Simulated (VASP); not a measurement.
# Hf (P6_3/mmc) in VASP: further runs, part 2 of 3

VASP 6.6.1. Earlier steps stand in the parts before.

### Step 3. Single point, PBEsol

This run uses another cell than the first one, of 21.28 Å³/atom, 0.970 times its volume.

The input, INCAR:

```
ALGO = Normal
EDIFF = 1E-6
ENCUT = 520
GGA = PS
ISIF = 2
ISMEAR = 0
LASPH = True
LCHARG = False
LREAL = False
LWAVE = False
NBANDS = 17
NELM = 100
PREC = Accurate
SIGMA = 0.05
```

The input, KPOINTS:

```
k-points
0
Gamma
  17 17 10
```

The input, POSCAR:

```
Hf
1.0
    3.1436127877      0.0000000000      0.0000000000
   -1.5718063939      2.7224485338      0.0000000000
    0.0000000000      0.0000000000      4.9738087856
Hf
2
Direct
    0.3333333333      0.6666666667      0.2500000000
    0.6666666667      0.3333333333      0.7500000000
```

Potentials or basis: VASP PAW PBE potentials, release 64 (Hf_pv).

Command:

```console
cat potpaw_PBE.64/Hf_pv/POTCAR > POTCAR
mpirun -np 1 vasp_std > vasp.out
```

OUTCAR:

```text
EDIFF = 1E-6
   ENCUT = 520
   GGA = PS
   ISIF = 2
   ISMEAR = 0
   LASPH = True
   LREAL = False
   NELM = 100
   PREC = Accurate

 ion  position               nearest neighbor table
   1  0.333  0.667  0.250-   2 3.08   2 3.08   2 3.08   2 3.08   2 3.08   2 3.08
   2  0.667  0.333  0.750-   1 3.08   1 3.08   1 3.08   1 3.08   1 3.08   1 3.08

  LATTYP: Found a hexagonal cell.
 ALAT       =     3.1436127877
 C/A-ratio  =     1.5821951116

  Lattice vectors:

 A1 = (   3.1436127877,   0.0000000000,   0.0000000000)
 A2 = (  -1.5718063939,   2.7224485338,   0.0000000000)
 A3 = (   0.0000000000,   0.0000000000,   4.9738087856)

Analysis of symmetry for initial positions (statically):
=====================================================================
 Subroutine PRICEL returns:
 Original cell was already a primitive cell.

 Routine SETGRP: Setting up the symmetry group for a
 hexagonal supercell.

 Subroutine GETGRP returns: Found 24 space group operations
 (whereof 12 operations were pure point group operations)
 out of a pool of 24 trial point group operations.

The static configuration has the point symmetry D_3d.
 The point group associated with its full space group is D_6h.

Analysis of symmetry for dynamics (positions and initial velocities):
=====================================================================
 Subroutine PRICEL returns:
 Original cell was already a primitive cell.

 Routine SETGRP: Setting up the symmetry group for a
 hexagonal supercell.

 Subroutine GETGRP returns: Found 24 space group operations
 (whereof 12 operations were pure point group operations)
 out of a pool of 24 trial point group operations.

The dynamic configuration has the point symmetry D_3d.
 The point group associated with its full space group is D_6h.

 Subroutine INISYM returns: Found 24 space group operations
 (whereof 12 operations are pure point group operations),
 and found     1 'primitive' translations

----------------------------------------------------------------------------------------

                                     Primitive cell

  volume of cell :      42.5675

  direct lattice vectors                    reciprocal lattice vectors
     3.143612788  0.000000000  0.000000000     0.318105335  0.183658201  0.000000000
    -1.571806394  2.722448534  0.000000000     0.000000000  0.367316402  0.000000000
     0.000000000  0.000000000  4.973808786     0.000000000  0.000000000  0.201053165

  length of vectors
     3.143612788  3.143612788  4.973808786     0.367316402  0.367316402  0.201053165

  position of ions in fractional coordinates (direct lattice)
     0.333333333  0.666666667  0.250000000
     0.666666667  0.333333333  0.750000000

  ion indices of the primitive-cell ions
   primitive index   ion index
                 1           1
                 2           2

----------------------------------------------------------------------------------------

 KPOINTS: k-points

Automatic generation of k-mesh.
 Grid dimensions read from file:
 generate k-points for:   17   17   10

 Generating k-lattice:

  Cartesian coordinates                     Fractional coordinates (reciprocal lattice)
     0.018712079  0.010803424  0.000000000     0.058823529 -0.000000000  0.000000000
     0.000000000  0.021606847  0.000000000     0.000000000  0.058823529  0.000000000
     0.000000000  0.000000000  0.020105317     0.000000000  0.000000000  0.100000000

  Length of vectors
     0.021606847  0.021606847  0.020105317

  Shift w.r.t. Gamma in fractional coordinates (k-lattice)
     0.000000000  0.000000000  0.000000000

 Subroutine IBZKPT returns following result:
 ===========================================

 Found    198 irreducible k-points:

 Following reciprocal coordinates:
            Coordinates               Weight
  0.000000  0.000000  0.000000      1.000000
  0.058824  0.000000  0.000000      6.000000
  0.117647  0.000000  0.000000      6.000000
  0.176471  0.000000  0.000000      6.000000
  0.235294  0.000000  0.000000      6.000000
  0.294118  0.000000  0.000000      6.000000
[... 16 lines left out ...]
  0.411765  0.117647  0.000000     12.000000
  0.176471  0.176471  0.000000      6.000000
 [... further k-points ...]
   k-points           NKPTS =    198   k-points in BZ     NKDIM =    198   number of bands    NBANDS=     17
   number of dos      NEDOS =    301   number of ions     NIONS =      2
   total plane-waves  NPLWV =  23040
   dimension x,y,z NGX =    24 NGY =   24 NGZ =   40
   dimension x,y,z NGXF=    48 NGYF=   48 NGZF=   80
   ions per type =               2
   NGX,Y,Z   is equivalent  to a cutoff of  12.69, 12.69, 13.37 a.u.
   NGXF,Y,Z  is equivalent  to a cutoff of  25.38, 25.38, 26.74 a.u.
 SYSTEM =  unknown system
   PREC   = accura    normal or accurate (medium, high low for compatibility)
   ISTART =      0    job   : 0-new  1-cont  2-samecut
   ICHARG =      2    charge: 1-file 2-atom 10-const
   ISPIN  =      1    spin polarized calculation?
   LNONCOLLINEAR =      F non collinear calculations
   LSORBIT =      F    spin-orbit coupling
   LASPH  =      T    aspherical Exc in radial PAW
   ENCUT  =  520.0 eV  38.22 Ry    6.18 a.u.   5.85  5.85  9.25*2*pi/ulx,y,z
   NELM   =    100;   NELMIN=  2; NELMDL= -5     # of ELM steps
   EDIFF  = 0.1E-05   stopping-criterion for ELM
   LREAL  =      F    real-space projection
   EDIFFG = 0.1E-04   stopping-criterion for IOM
   NSW    =      0    number of steps for IOM
   IBRION =     -1    ionic relax: 0-MD 1-quasi-New 2-CG
   NFREE  =      0    steps in history (QN), initial steepest desc. (CG)
   ISIF   =      2    stress and relaxation
   ISYM   =      2    0-nonsym 1-usesym 2-fastsym
   POTIM  = 0.5000    time-step for ionic-motion
   TEBEG  =    0.0;   TEEND  =   0.0 temperature during run
   PSTRESS=    0.0 pullay stress
   NELECT =      20.0000    total number of electrons
   NUPDOWN=      -1.0000    fix difference up-down
   EMIN   =  10.00;   EMAX   =-10.00  energy-range for DOS
   EFERMI =   0.00;   METHOD = LEGACY
   ISMEAR =     0;   SIGMA  =   0.05  broadening in eV -4-tet -1-fermi 0-gaus
   EFERMI_NEDOS =   21; number of points for ismear=-14 and -15
   IALGO  =     38    algorithm
   IMIX   =      4    mixing-type and parameters
     AMIX     =   0.40;   BMIX     =  1.00
     AMIX_MAG =   1.60;   BMIX_MAG =  1.00
  volume/ion in A,a.u.               =      21.28       143.63
  Fermi-wavevector in a.u.,A,eV,Ry     =   1.272699  2.405052 22.038196  1.619762
  Thomas-Fermi vector in A             =   2.405563
   LORBIT       =      0    0 simple, 1 ext, 2 COOP (PROOUT), +10 PAW based schemes
   GGA     = PS    functional components
   LHFCALC =     F    Hartree Fock is set to
   AEXX    =    0.0000 exact exchange contribution
   IVDW    =     0    specifies the selected vdW correction
   LEPSILON=     F    determine dielectric tensor
   LRPA    =     F    only Hartree local field effects (RPA)
 non-spin polarized calculation
 Gauss-broadening in eV      SIGMA  =   0.05
  energy-cutoff  :      520.00
  volume of cell :       42.57
 maximum number of plane-waves:      1164
 NGX is ok and might be reduce to    24
   NGX = 11   NGY = 11   NGZ = 19

 number of electron      19.9999995 magnetization

 Free energy of the ion-electron system (eV)
  ---------------------------------------------------
  ext. energy  EPLUGINS =         0.00000000
  ---------------------------------------------------
  free energy    TOTEN  =       -21.00477519 eV

  energy without entropy =      -21.00242965  energy(sigma->0) =      -21.00360242

 E-fermi :   5.1265     XC(G=0): -11.6212

 val. band max:        5.1228589468   @ k =   0.1176   0.0588   0.1000
 cond. band min:       5.1389160473   @ k =   0.2941   0.2941   0.4000
 fundamental gap:      0.0160571005
 Fermi energy:         5.1265379884

 k-point     1 :       0.0000    0.0000    0.0000
  band No.  band energies     occupation
      1     -25.8946      2.00000
      2     -25.0129      2.00000
      3     -25.0129      2.00000
      4     -24.8638      2.00000
      5     -24.8623      2.00000
      6     -24.8623      2.00000
[... 9 lines left out ...]
     16       7.8316      0.00000
     17      10.7062      0.00000
[... 441 lines left out ...]
 k-point    24 :       0.1765    0.1765    0.0000
  band No.  band energies     occupation
      1     -25.6448      2.00000
      2     -25.3854      2.00000
      3     -25.3815      2.00000
      4     -25.1337      2.00000
      5     -24.9960      2.00000
      6     -24.9912      2.00000
[... 9 lines left out ...]
     16      10.0770      0.00000
     17      11.4176      0.00000

 [... further k-points ...]
[... 5 lines left out ...]
  --------------------------------------------------------------------------------------
  -------------------------------------------------------------------------------------
  Total        0.3567108      0.3567108      0.3620282     -0.0000000     -0.0000000     -0.0000000
  in kB       13.4260747     13.4260747     13.6262138     -0.0000000     -0.0000000     -0.0000000
  external PRESSURE =      13.4927877 kB  Pullay stress =       0.0000000 kB

 VOLUME and BASIS-vectors are now :
 -----------------------------------------------------------------------------
  energy-cutoff  :      520.00
  volume of cell :       42.57
      direct lattice vectors                 reciprocal lattice vectors
     3.143612788  0.000000000  0.000000000     0.318105335  0.183658201  0.000000000
    -1.571806394  2.722448534  0.000000000     0.000000000  0.367316402  0.000000000
     0.000000000  0.000000000  4.973808786     0.000000000  0.000000000  0.201053165

 POSITION                                       TOTAL-FORCE (eV/Angst)
 -----------------------------------------------------------------------------------
     -0.00000      1.81497      1.24345        -0.000000      0.000000      0.000000
      1.57181      0.90748      3.73036         0.000000      0.000000      0.000000
 -----------------------------------------------------------------------------------
    total drift:                                0.000000     -0.000000      0.000000

  FREE ENERGIE OF THE ION-ELECTRON SYSTEM (eV)
  ---------------------------------------------------
  free  energy   TOTEN  =       -21.0047751940 eV

  energy  without entropy=      -21.0024296496  energy(sigma->0) =      -21.00360242
```

OSZICAR:

```text
N       E                     dE             d eps       ncg     rms          rms(c)
DAV:   1     0.501204840835E+02    0.50120E+02   -0.11370E+04  6764   0.112E+03
DAV:   2    -0.199073472524E+02   -0.70028E+02   -0.68250E+02  8753   0.252E+02
DAV:   3    -0.217288898305E+02   -0.18215E+01   -0.18117E+01  8598   0.272E+01
DAV:   4    -0.217429633405E+02   -0.14074E-01   -0.14062E-01  8519   0.283E+00
DAV:   5    -0.217430936175E+02   -0.13028E-03   -0.13026E-03  8654   0.242E-01    0.679E+01
DAV:   6    -0.212051439594E+02    0.53795E+00   -0.47203E-01  7940   0.437E+00    0.402E+01
DAV:   7    -0.210147094173E+02    0.19043E+00   -0.78292E-01  8248   0.541E+00    0.182E+00
DAV:   8    -0.210046822324E+02    0.10027E-01   -0.49050E-02  7868   0.146E+00    0.557E-01
DAV:   9    -0.210047824430E+02   -0.10021E-03   -0.11517E-03  9089   0.238E-01    0.195E-01
DAV:  10    -0.210047746534E+02    0.77896E-05   -0.48381E-05  7885   0.480E-02    0.223E-01
DAV:  11    -0.210047751940E+02   -0.54059E-06   -0.57230E-06  8415   0.162E-02
   1 F= -.21004775E+02 E0= -.21003602E+02  d E =-.234554E-02
```

stdout:

```text
POSCAR found type information on POSCAR Hf
 POSCAR found :  1 types and       2 ions
 scaLAPACK will be used
 -----------------------------------------------------------------------------
|                                                                             |
|                                                                             |
|     You enforced a specific xc type in the INCAR file but a different       |
|     I HOPE YOU KNOW WHAT YOU ARE DOING!                                     |
|                                                                             |
 -----------------------------------------------------------------------------

 LDA part: xc-table for (Slater+PW92), standard interpolation
 POSCAR, INCAR and KPOINTS ok, starting setup
 FFT: planning ... GRIDC
 FFT: planning ... GRID_SOFT
 FFT: planning ... GRID
 WAVECAR not read
 entering main loop
```

Wall time 2 min (1 thread of Intel Xeon Platinum 8175M at 2.50GHz (Skylake/Cascade Lake), shared host); peak memory 0.25 GiB.

Results:

```yaml
Free_energy: -21.0048 eV
Pressure: 1.3 GPa
Band_gap_on_the_k_mesh: zero (band 10 reaches 6.28 eV, above the bottom of band 11 at 4.66 eV)
```

Caveat: the PAW data sets were made with another functional, which shifts forces and pressure a little; spin-orbit coupling is left out, which moves the levels of the heavy elements.

[end of part 2 of 3]
